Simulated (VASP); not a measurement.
# W in VASP: further runs, part 2 of 2

VASP 6.6.1. Earlier steps stand in the parts before.

## 5. Single point, PBEsol

This run uses another cell than the first one.

INCAR

```
PREC = Accurate ; ENCUT = 520
EDIFF = 1E-6 ; ISMEAR = 1
SIGMA = 0.2 ; LREAL = False
LASPH = True ; NELM = 80
ALGO = Normal ; ISIF = 2
LWAVE = False ; LCHARG = False
LDIPOL = True ; IDIPOL = 3
DIPOL = 0.5 0.5 0.500 ; GGA = PS
NBANDS = 43
```

KPOINTS

```
regular mesh
0
Gamma
  12 12 1
```

POSCAR

```
W
1.0
    2.8270069242      0.0000000000      0.0000000000
   -1.4135034621      2.4482598130      0.0000000000
    0.0000000000      0.0000000000     24.2329659515
W
5
Direct
    0.6666666667      0.3333333333      0.3094957512
    0.3333333333      0.6666666667      0.4047478756
    0.0000000000      0.0000000000      0.5000000000
    0.6666666667      0.3333333333      0.5952521244
    0.3333333333      0.6666666667      0.6905042488
```

Potentials or basis: VASP PAW PBE potentials, release 64 (W_sv).

Started as:

```bash
> cat potpaw_PBE.64/W_sv/POTCAR > POTCAR
> mpirun -np 1 vasp_std > vasp.out
```

OUTCAR:

```text
PREC = Accurate
   ENCUT = 520
   EDIFF = 1E-6
   ISMEAR = 1
   LREAL = False
   LASPH = True
   NELM = 80
   ISIF = 2
   GGA = PS

 ion  position               nearest neighbor table
   1  0.667  0.333  0.309-   2 2.83   2 2.83   2 2.83
   2  0.333  0.667  0.405-   1 2.83   3 2.83   1 2.83   3 2.83   3 2.83   1 2.83
   3  0.000  0.000  0.500-   2 2.83   4 2.83   2 2.83   4 2.83   4 2.83   2 2.83
   4  0.667  0.333  0.595-   5 2.83   3 2.83   5 2.83   3 2.83   3 2.83   5 2.83
   5  0.333  0.667  0.691-   4 2.83   4 2.83   4 2.83

  LATTYP: Found a hexagonal cell.
 ALAT       =     2.8270069242
 C/A-ratio  =     8.5719513964

  Lattice vectors:

 A1 = (   2.8270069242,   0.0000000000,   0.0000000000)
 A2 = (  -1.4135034621,   2.4482598130,   0.0000000000)
 A3 = (   0.0000000000,   0.0000000000,  24.2329659515)

Analysis of symmetry for initial positions (statically):
=====================================================================
 Subroutine PRICEL returns:
 Original cell was already a primitive cell.

 Routine SETGRP: Setting up the symmetry group for a
 hexagonal supercell.

 Subroutine GETGRP returns: Found 12 space group operations
 (whereof 12 operations were pure point group operations)
 out of a pool of 24 trial point group operations.

The static configuration has the point symmetry D_3d.

Analysis of symmetry for dynamics (positions and initial velocities):
=====================================================================
 Subroutine PRICEL returns:
 Original cell was already a primitive cell.

 Routine SETGRP: Setting up the symmetry group for a
 hexagonal supercell.

 Subroutine GETGRP returns: Found 12 space group operations
 (whereof 12 operations were pure point group operations)
 out of a pool of 24 trial point group operations.

The dynamic configuration has the point symmetry D_3d.

 Subroutine INISYM returns: Found 12 space group operations
 (whereof 12 operations are pure point group operations),
 and found     1 'primitive' translations

----------------------------------------------------------------------------------------

                                     Primitive cell

  volume of cell :     167.7224

  direct lattice vectors                    reciprocal lattice vectors
     2.827006924  0.000000000  0.000000000     0.353731005  0.204226691  0.000000000
    -1.413503462  2.448259813  0.000000000     0.000000000  0.408453382  0.000000000
     0.000000000  0.000000000 24.232965951     0.000000000  0.000000000  0.041266100

  length of vectors
     2.827006924  2.827006924 24.232965951     0.408453382  0.408453382  0.041266100

  position of ions in fractional coordinates (direct lattice)
     0.666666667  0.333333333  0.309495751
     0.333333333  0.666666667  0.404747876
     0.000000000  0.000000000  0.500000000
     0.666666667  0.333333333  0.595252124
     0.333333333  0.666666667  0.690504249

  ion indices of the primitive-cell ions
   primitive index   ion index
                 1           1
                 2           2
                 3           3
                 4           4
                 5           5

----------------------------------------------------------------------------------------
[... 32 lines left out ...]
  0.416667  0.000000  0.000000      6.000000
[... 11 lines left out ...]
  0.333333  0.250000  0.000000     12.000000
  0.333333  0.333333  0.000000      2.000000
   k-points           NKPTS =     19   k-points in BZ     NKDIM =     19   number of bands    NBANDS=     43
   number of dos      NEDOS =    301   number of ions     NIONS =      5
   total plane-waves  NPLWV = 103680
   dimension x,y,z NGX =    24 NGY =   24 NGZ =  180
   dimension x,y,z NGXF=    48 NGYF=   48 NGZF=  360
   ions per type =               5
   NGX,Y,Z   is equivalent  to a cutoff of  14.11, 14.11, 12.35 a.u.
   NGXF,Y,Z  is equivalent  to a cutoff of  28.23, 28.23, 24.70 a.u.
 SYSTEM =  unknown system
   PREC   = accura    normal or accurate (medium, high low for compatibility)
   ISTART =      0    job   : 0-new  1-cont  2-samecut
   ICHARG =      2    charge: 1-file 2-atom 10-const
   ISPIN  =      1    spin polarized calculation?
   LNONCOLLINEAR =      F non collinear calculations
   LSORBIT =      F    spin-orbit coupling
   LASPH  =      T    aspherical Exc in radial PAW
   ENCUT  =  520.0 eV  38.22 Ry    6.18 a.u.   5.26  5.26 45.06*2*pi/ulx,y,z
   NELM   =     80;   NELMIN=  2; NELMDL= -5     # of ELM steps
   EDIFF  = 0.1E-05   stopping-criterion for ELM
   LREAL  =      F    real-space projection
   EDIFFG = 0.1E-04   stopping-criterion for IOM
   NSW    =      0    number of steps for IOM
   IBRION =     -1    ionic relax: 0-MD 1-quasi-New 2-CG
   NFREE  =      0    steps in history (QN), initial steepest desc. (CG)
   ISIF   =      2    stress and relaxation
   ISYM   =      2    0-nonsym 1-usesym 2-fastsym
   POTIM  = 0.5000    time-step for ionic-motion
   TEBEG  =    0.0;   TEEND  =   0.0 temperature during run
   PSTRESS=    0.0 pullay stress
   NELECT =      70.0000    total number of electrons
   NUPDOWN=      -1.0000    fix difference up-down
   EMIN   =  10.00;   EMAX   =-10.00  energy-range for DOS
   EFERMI =   0.00;   METHOD = LEGACY
   ISMEAR =     1;   SIGMA  =   0.20  broadening in eV -4-tet -1-fermi 0-gaus
   EFERMI_NEDOS =   21; number of points for ismear=-14 and -15
   IALGO  =     38    algorithm
   IMIX   =      4    mixing-type and parameters
     AMIX     =   0.40;   BMIX     =  1.00
     AMIX_MAG =   1.60;   BMIX_MAG =  1.00
  volume/ion in A,a.u.               =      33.54       226.37
  Fermi-wavevector in a.u.,A,eV,Ry     =   1.223425  2.311937 20.364760  1.496768
  Thomas-Fermi vector in A             =   2.358536
   LORBIT       =      0    0 simple, 1 ext, 2 COOP (PROOUT), +10 PAW based schemes
   GGA     = PS    functional components
   LHFCALC =     F    Hartree Fock is set to
   AEXX    =    0.0000 exact exchange contribution
   IVDW    =     0    specifies the selected vdW correction
   LEPSILON=     F    determine dielectric tensor
   LRPA    =     F    only Hartree local field effects (RPA)
 non-spin polarized calculation
 Methfessel and Paxton  Order N= 1 SIGMA  =   0.20
  energy-cutoff  :      520.00
  volume of cell :      167.72
 maximum number of plane-waves:      4540
 NGX is ok and might be reduce to    24
   NGX = 11   NGY = 11   NGZ = 91

 number of electron      70.0000010 magnetization

 dipolmoment           0.000000      0.000000     -0.000000 electrons x Angstroem

 Free energy of the ion-electron system (eV)
  ---------------------------------------------------
  ext. energy  EPLUGINS =         0.00000000
  ---------------------------------------------------
  free energy    TOTEN  =       -64.00857104 eV

  energy without entropy =      -64.01039873  energy(sigma->0) =      -64.00918027

 E-fermi :   2.5235     XC(G=0):  -7.4014

 val. band max:        2.5138234154   @ k =   0.0833   0.0833   0.0000
 cond. band min:       2.5235589843   @ k =   0.2500   0.0833   0.0000
 fundamental gap:      0.0097355689
 Fermi energy:         2.5235447595

 k-point     1 :       0.0000    0.0000    0.0000
  band No.  band energies     occupation
      1     -71.1682      2.00000
      2     -71.1673      2.00000
      3     -71.0767      2.00000
      4     -71.0606      2.00000
      5     -70.9588      2.00000
      6     -35.8989      2.00000
[... 863 lines left out ...]
     42       5.6514     -0.00000
     43       6.9505      0.00000

------------------------ aborting loop because EDIFF is reached ----------------------------------------

 vacuum level on the upper side and lower side of the slab       (xc-potential included)        -0.189        -0.189

  FORCE on cell =-STRESS in cart. coord.  units (eV):
  Direction    XX          YY          ZZ          XY          YZ          ZX
  --------------------------------------------------------------------------------------
  -------------------------------------------------------------------------------------
  Total       -7.4041903     -7.4041903      1.1751759      0.0000000     -0.0000000     -0.0000000
  in kB      -70.7289496    -70.7289496     11.2259350      0.0000000     -0.0000000     -0.0000000
  external PRESSURE =     -43.4106548 kB  Pullay stress =       0.0000000 kB

 VOLUME and BASIS-vectors are now :
 -----------------------------------------------------------------------------
  energy-cutoff  :      520.00
  volume of cell :      167.72
      direct lattice vectors                 reciprocal lattice vectors
     2.827006924  0.000000000  0.000000000     0.353731005  0.204226691  0.000000000
    -1.413503462  2.448259813  0.000000000     0.000000000  0.408453382  0.000000000
     0.000000000  0.000000000 24.232965951     0.000000000  0.000000000  0.041266100

 POSITION                                       TOTAL-FORCE (eV/Angst)
 -----------------------------------------------------------------------------------
      1.41350      0.81609      7.50000        -0.000000      0.000000     -0.244654
     -0.00000      1.63217      9.80824         0.000000      0.000000      0.222314
      0.00000      0.00000     12.11648         0.000000      0.000000      0.000000
      1.41350      0.81609     14.42472        -0.000000      0.000000     -0.222314
     -0.00000      1.63217     16.73297         0.000000     -0.000000      0.244654
 -----------------------------------------------------------------------------------
    total drift:                                0.000000      0.000000     -0.000000

  FREE ENERGIE OF THE ION-ELECTRON SYSTEM (eV)
  ---------------------------------------------------
  free  energy   TOTEN  =       -64.0085710354 eV

  energy  without entropy=      -64.0103987277  energy(sigma->0) =      -64.00918027

 vacuum level on the upper side and lower side of the slab         7.476         7.476
```

Wall time 3.2 min (1 thread of AMD EPYC 9R45 (Zen 5), shared host); peak memory 0.31 GiB.

What came out:

```yaml
Free_energy: -64.0086 eV
Largest_force: 0.245 eV/Å
Band_gap_on_the_k_mesh: zero (bands 35 and 36 overlap by 1.42 eV)
```

Forces on the atoms (eV/Å):
```
W    0.000  0.000 -0.245
W    0.000  0.000  0.222
W    0.000  0.000  0.000
W    0.000  0.000 -0.222
W    0.000  0.000  0.245
```

Levels at points of the mesh, in eV from the Fermi level:
```
           k point  band 33  band 34  band 35  band 36  band 37  band 38
(0.00, 0.00, 0.00)    -0.46    -0.44    -0.44    -0.08    -0.08    -0.02
(0.50, 0.00, 0.00)    -0.32     0.28     0.72     1.45     1.65     1.98
```

Caveat: the PAW data sets were made with another functional, which shifts forces and pressure a little; spin-orbit coupling is left out, which moves the levels of the heavy elements.

## 6. Overview

```tsv
cell	smearing	dipole correction	gap on the mesh (eV)	largest force (eV/Å)
a = 2.827, b = 2.827, c = 14.233 Å, angles 90.0, 90.0, 120.0°, 5 atoms, atomic positions A	gaussian 0.1 eV	no	none	0.41
a = 2.827, b = 2.827, c = 24.233 Å, angles 90.0, 90.0, 120.0°, 5 atoms, atomic positions A	gaussian 0.1 eV	yes	none	0.24
a = 2.827, b = 2.827, c = 24.233 Å, angles 90.0, 90.0, 120.0°, 5 atoms, atomic positions B	gaussian 0.1 eV	yes	none	0.03
a = 2.827, b = 2.827, c = 24.233 Å, angles 90.0, 90.0, 120.0°, 5 atoms, atomic positions A	methfessel-paxton 0.2 eV	yes	none	0.24
```

Alike in all rows: task single point; level PBEsol; potentials or basis VASP PAW PBE potentials, release 64 (W_sv); no spin polarisation; k mesh 12 × 12 × 1; cutoff (eV) 520.

Caveats: some runs use coarse meshes; the PAW data sets were made with another functional, which shifts forces and pressure a little; spin-orbit coupling is left out, which moves the levels of the heavy elements.

Absolute energies hang on the potentials; compare differences alone.

The gap in the log of VASP goes by the Fermi energy; the results here count the filled bands.